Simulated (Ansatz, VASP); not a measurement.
## SnSe2 in VASP and in Ansatz

```xyz
3
Lattice="3.8397 0.0000 0.0000 -1.9198 3.3252 0.0000 0.0000 0.0000 6.0094" Properties=species:S:1:pos:R:3 pbc="T T T"
Sn    0.0000    0.0000    0.0000
Se    0.0000    2.2168    1.5937
Se    1.9198    1.1084    4.4157
```

Alike in both runs: functional PBE; dispersion D3(BJ); k mesh 12 × 12 × 6; occupations gaussian, width 0.02 eV; no spin polarisation.

Ansatz relaxed the structure, and its values are those at the end. VASP's run is a single point on that final structure, the one shown.

|  | VASP | Ansatz |
| --- | --- | --- |
| version | VASP 6.6.1 | Ansatz 0.2.0 |
| potentials or method | VASP PAW PBE potentials, release 64 (Sn_d, Se), cutoff 520 eV | scalar-relativistic, plane waves, PAW |
| valence electrons in the cell | 26 | 46 |

VASP gave:

```
gap on the k mesh at the Fermi level (eV) : 0.34
least direct gap on the mesh (eV)         : 0.81
pressure (GPa)                            : 0.1
rms of the force components (eV/Å)        : 0.006
```

Problem. Estimate Ansatz's values.

Solution. gap on the k mesh at the Fermi level (eV): 0.35; least direct gap on the mesh (eV): 0.83; pressure (GPa): 0.0; rms of the force components (eV/Å): 0.000.

VASP's potentials hold 26 valence electrons a cell and Ansatz's 46, so a difference there can come from the potentials and not from the codes.
